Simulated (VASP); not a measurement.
# Mg (Fm-3m) in VASP: single point with PBE

Aim: the single point of Mg with PBE.

Program: VASP 6.6.1. These are calculated values, not measurements. Logs are shortened: lines on timing, memory, paths and dates and some standing lists are left out, and cuts for length are marked.

### 1 The cell of the first run

Symmetry: Fm-3m, No. 225, cubic system. Conventional cell: a = 5.451 Å, b = 5.451 Å, c = 5.451 Å, α = 90.00°, β = 90.00°, γ = 90.00°. Mg (site symmetry m-3m) has 12 Mg at 3.85 Å within 5.1 Å.

### 2 Single point, PBE

The input, INCAR:

```
PREC     = Accurate       # precision mode
ENCUT    = 600            # plane-wave cutoff, eV
EDIFF    = 1E-6           # SCF threshold, eV
ISMEAR   = -1             # smearing method
SIGMA    = 0.1            # smearing width, eV
LREAL    = F              # projectors in reciprocal space
LASPH    = T              # aspherical terms in the spheres
NELM     = 120            # most SCF steps
ALGO     = Normal         # electronic algorithm
ISIF     = 2              # what is computed and relaxed
LWAVE    = F              # write WAVECAR
LCHARG   = F              # write CHGCAR
GGA      = PE             # functional
NBANDS   = 7              # bands
GGA_COMPAT= F
```

The input, KPOINTS:

```
regular mesh
0
Gamma
  6 6 6
```

The input, POSCAR:

```
Mg
1.0
    0.0000000000      2.7255000000      2.7255000000
    2.7255000000      0.0000000000      2.7255000000
    2.7255000000      2.7255000000      0.0000000000
Mg
1
Direct
    0.0000000000      0.0000000000      0.0000000000
```

Potentials or basis: VASP PAW PBE potentials, release 64 (Mg).

Launch:

```bash
$ cat potpaw_PBE.64/Mg/POTCAR > POTCAR
$ mpirun -np 1 vasp_std > vasp.out
```

OUTCAR:

```text
PREC = Accurate
   ENCUT = 600
   EDIFF = 1E-6
   ISMEAR = -1
   LREAL = F
   LASPH = T
   NELM = 120
   ISIF = 2
   GGA = PE

 ion  position               nearest neighbor table
   1  0.000  0.000  0.000-

  LATTYP: Found a face centered cubic cell.
 ALAT       =     5.4510000000

  Lattice vectors:

 A1 = (   0.0000000000,   2.7255000000,   2.7255000000)
 A2 = (   2.7255000000,   0.0000000000,   2.7255000000)
 A3 = (   2.7255000000,   2.7255000000,   0.0000000000)

Analysis of symmetry for initial positions (statically):
=====================================================================
 Subroutine PRICEL returns:
 Original cell was already a primitive cell.

 Routine SETGRP: Setting up the symmetry group for a
 face centered cubic supercell.

 Subroutine GETGRP returns: Found 48 space group operations
 (whereof 48 operations were pure point group operations)
 out of a pool of 48 trial point group operations.

The static configuration has the point symmetry O_h .

Analysis of symmetry for dynamics (positions and initial velocities):
=====================================================================
 Subroutine PRICEL returns:
 Original cell was already a primitive cell.

 Routine SETGRP: Setting up the symmetry group for a
 face centered cubic supercell.

 Subroutine GETGRP returns: Found 48 space group operations
 (whereof 48 operations were pure point group operations)
 out of a pool of 48 trial point group operations.

The dynamic configuration has the point symmetry O_h .

 Subroutine INISYM returns: Found 48 space group operations
 (whereof 48 operations are pure point group operations),
 and found     1 'primitive' translations

----------------------------------------------------------------------------------------

                                     Primitive cell

  volume of cell :      40.4919

  direct lattice vectors                    reciprocal lattice vectors
     0.000000000  2.725500000  2.725500000    -0.183452578  0.183452578  0.183452578
     2.725500000  0.000000000  2.725500000     0.183452578 -0.183452578  0.183452578
     2.725500000  2.725500000  0.000000000     0.183452578  0.183452578 -0.183452578

  length of vectors
     3.854439064  3.854439064  3.854439064     0.317749185  0.317749185  0.317749185

  position of ions in fractional coordinates (direct lattice)
     0.000000000  0.000000000  0.000000000

  ion indices of the primitive-cell ions
   primitive index   ion index
                 1           1

----------------------------------------------------------------------------------------

 KPOINTS: regular mesh

Automatic generation of k-mesh.
 Grid dimensions read from file:
 generate k-points for:    6    6    6

 Generating k-lattice:

  Cartesian coordinates                     Fractional coordinates (reciprocal lattice)
    -0.030575430  0.030575430  0.030575430     0.166666667  0.000000000  0.000000000
     0.030575430 -0.030575430  0.030575430     0.000000000  0.166666667  0.000000000
     0.030575430  0.030575430 -0.030575430     0.000000000  0.000000000  0.166666667

  Length of vectors
     0.052958198  0.052958198  0.052958198

  Shift w.r.t. Gamma in fractional coordinates (k-lattice)
     0.000000000  0.000000000  0.000000000

 Subroutine IBZKPT returns following result:
 ===========================================

 Found     16 irreducible k-points:

 Following reciprocal coordinates:
            Coordinates               Weight
  0.000000  0.000000  0.000000      1.000000
  0.166667  0.000000  0.000000      8.000000
  0.333333  0.000000  0.000000      8.000000
  0.500000  0.000000  0.000000      4.000000
  0.166667  0.166667  0.000000      6.000000
  0.333333  0.166667  0.000000     24.000000
[... 8 lines left out ...]
 -0.333333  0.333333  0.166667     24.000000
 -0.333333  0.500000  0.166667     12.000000
   k-points           NKPTS =     16   k-points in BZ     NKDIM =     16   number of bands    NBANDS=      7
   number of dos      NEDOS =    301   number of ions     NIONS =      1
   total plane-waves  NPLWV =  32768
   dimension x,y,z NGX =    32 NGY =   32 NGZ =   32
   dimension x,y,z NGXF=    64 NGYF=   64 NGZF=   64
   ions per type =               1
   NGX,Y,Z   is equivalent  to a cutoff of  13.80, 13.80, 13.80 a.u.
   NGXF,Y,Z  is equivalent  to a cutoff of  27.60, 27.60, 27.60 a.u.
 SYSTEM =  unknown system
   PREC   = accura    normal or accurate (medium, high low for compatibility)
   ISTART =      0    job   : 0-new  1-cont  2-samecut
   ICHARG =      2    charge: 1-file 2-atom 10-const
   ISPIN  =      1    spin polarized calculation?
   LNONCOLLINEAR =      F non collinear calculations
   LSORBIT =      F    spin-orbit coupling
   LASPH  =      T    aspherical Exc in radial PAW
   ENCUT  =  600.0 eV  44.10 Ry    6.64 a.u.   7.70  7.70  7.70*2*pi/ulx,y,z
   NELM   =    120;   NELMIN=  2; NELMDL= -5     # of ELM steps
   EDIFF  = 0.1E-05   stopping-criterion for ELM
   LREAL  =      F    real-space projection
   EDIFFG = 0.1E-04   stopping-criterion for IOM
   NSW    =      0    number of steps for IOM
   IBRION =     -1    ionic relax: 0-MD 1-quasi-New 2-CG
   NFREE  =      0    steps in history (QN), initial steepest desc. (CG)
   ISIF   =      2    stress and relaxation
   ISYM   =      2    0-nonsym 1-usesym 2-fastsym
   POTIM  = 0.5000    time-step for ionic-motion
   TEBEG  =    0.0;   TEEND  =   0.0 temperature during run
   PSTRESS=    0.0 pullay stress
   NELECT =       2.0000    total number of electrons
   NUPDOWN=      -1.0000    fix difference up-down
   EMIN   =  10.00;   EMAX   =-10.00  energy-range for DOS
   EFERMI =   0.00;   METHOD = LEGACY
   ISMEAR =    -1;   SIGMA  =   0.10  broadening in eV -4-tet -1-fermi 0-gaus
   EFERMI_NEDOS =   21; number of points for ismear=-14 and -15
   IALGO  =     38    algorithm
   IMIX   =      4    mixing-type and parameters
     AMIX     =   0.40;   BMIX     =  1.00
     AMIX_MAG =   1.60;   BMIX_MAG =  1.00
  volume/ion in A,a.u.               =      40.49       273.25
  Fermi-wavevector in a.u.,A,eV,Ry     =   0.600660  1.135083  4.908878  0.360792
  Thomas-Fermi vector in A             =   1.652602
   LORBIT       =      0    0 simple, 1 ext, 2 COOP (PROOUT), +10 PAW based schemes
   GGA     = PE    functional components
   LHFCALC =     F    Hartree Fock is set to
   AEXX    =    0.0000 exact exchange contribution
   IVDW    =     0    specifies the selected vdW correction
   LEPSILON=     F    determine dielectric tensor
   LRPA    =     F    only Hartree local field effects (RPA)
 non-spin polarized calculation
  energy-cutoff  :      600.00
  volume of cell :       40.49
 maximum number of plane-waves:      1363
   NGX = 15   NGY = 15   NGZ = 15

 number of electron       2.0000000 magnetization

 Free energy of the ion-electron system (eV)
  ---------------------------------------------------
  ext. energy  EPLUGINS =         0.00000000
  ---------------------------------------------------
  free energy    TOTEN  =        -0.93371625 eV

  energy without entropy =       -0.90262352  energy(sigma->0) =       -0.91816989

 E-fermi :   0.3448     XC(G=0):  -6.8785

 val. band max:        0.3385117401   @ k =   0.5000   0.5000   0.0000
 cond. band min:       0.4562657373   @ k =   0.5000   0.1667   0.0000
 fundamental gap:      0.1177539972
 Fermi energy:         0.3447675053

 k-point     1 :       0.0000    0.0000    0.0000
  band No.  band energies     occupation
      1      -4.5569      2.00000
      2       9.1796      0.00000
      3       9.1796      0.00000
      4       9.1796      0.00000
      5       9.5966      0.00000
      6       9.5966      0.00000
      7       9.5966      0.00000

 k-point     2 :       0.1667    0.0000    0.0000
  band No.  band energies     occupation
      1      -4.1376      2.00000
      2       5.6013      0.00000
      3       8.2297      0.00000
      4       8.2297      0.00000
      5       9.8298      0.00000
      6      10.8665      0.00000
      7      10.8665      0.00000

 k-point     3 :       0.3333    0.0000    0.0000
  band No.  band energies     occupation
      1      -2.8891      2.00000
      2       2.0554      0.00000
      3       7.7895      0.00000
      4       7.7895      0.00000
      5       9.5776      0.00000
      6       9.6544      0.00000
      7       9.6544      0.00000

 k-point     4 :       0.5000    0.0000    0.0000
  band No.  band energies     occupation
      1      -1.0671      2.00000
      2      -0.5452      1.99973
      3       7.8128      0.00000
      4       7.8128      0.00000
      5       8.8953      0.00000
      6       8.8953      0.00000
      7       9.7270      0.00000

 k-point     5 :       0.1667    0.1667    0.0000
  band No.  band energies     occupation
      1      -3.9978      2.00000
      2       6.8868      0.00000
      3       6.8868      0.00000
      4       7.5718      0.00000
      5       7.7406      0.00000
      6       9.3067      0.00000
      7      12.6631      0.00000
[... 81 lines left out ...]
 k-point    14 :       0.5000    0.3333    0.1667
  band No.  band energies     occupation
      1      -1.7852      2.00000
      2       2.9894      0.00000
      3       3.2198      0.00000
      4       4.7682      0.00000
      5       9.3657      0.00000
      6       9.6229      0.00000
      7      11.2330      0.00000

 k-point    15 :      -0.3333    0.3333    0.1667
  band No.  band energies     occupation
      1       0.0477      1.90244
      2       0.5051      0.33493
      3       3.3184      0.00000
      4       3.7677      0.00000
      5       9.6430      0.00000
      6      10.2074      0.00000
      7      12.6440      0.00000

 k-point    16 :      -0.3333    0.5000    0.1667
  band No.  band energies     occupation
      1       0.8693      0.01049
      2       0.9672      0.00395
      3       2.4601      0.00000
      4       2.8324      0.00000
      5       8.8469      0.00000
      6       9.2015      0.00000
      7      13.5122      0.00000

------------------------ aborting loop because EDIFF is reached ----------------------------------------

  FORCE on cell =-STRESS in cart. coord.  units (eV):
  Direction    XX          YY          ZZ          XY          YZ          ZX
  --------------------------------------------------------------------------------------
  -------------------------------------------------------------------------------------
  Total       -1.3165451     -1.3165451     -1.3165451     -0.0000000     -0.0000000      0.0000000
  in kB      -52.0928065    -52.0928065    -52.0928065     -0.0000000     -0.0000000      0.0000000
  external PRESSURE =     -52.0928065 kB  Pullay stress =       0.0000000 kB

 VOLUME and BASIS-vectors are now :
 -----------------------------------------------------------------------------
  energy-cutoff  :      600.00
  volume of cell :       40.49
      direct lattice vectors                 reciprocal lattice vectors
     0.000000000  2.725500000  2.725500000    -0.183452578  0.183452578  0.183452578
     2.725500000  0.000000000  2.725500000     0.183452578 -0.183452578  0.183452578
     2.725500000  2.725500000  0.000000000     0.183452578  0.183452578 -0.183452578

 POSITION                                       TOTAL-FORCE (eV/Angst)
 -----------------------------------------------------------------------------------
      0.00000      0.00000      0.00000         0.000000      0.000000      0.000000
 -----------------------------------------------------------------------------------
    total drift:                                0.000000      0.000000      0.000000

  FREE ENERGIE OF THE ION-ELECTRON SYSTEM (eV)
  ---------------------------------------------------
  free  energy   TOTEN  =        -0.9337162484 eV

  energy  without entropy=       -0.9026235232  energy(sigma->0) =       -0.91816989
```

It took 2.8 s on 1 thread of Intel Xeon Platinum 8481C at 2.70GHz (Sapphire Rapids), shared host; peak memory 0.17 GiB.

Results:

```
Free energy            : -0.9337 eV
Pressure               : -5.2 GPa
Band gap on the k mesh : zero (band 1 reaches 0.87 eV, above the bottom of band 2 at -0.55 eV)
```
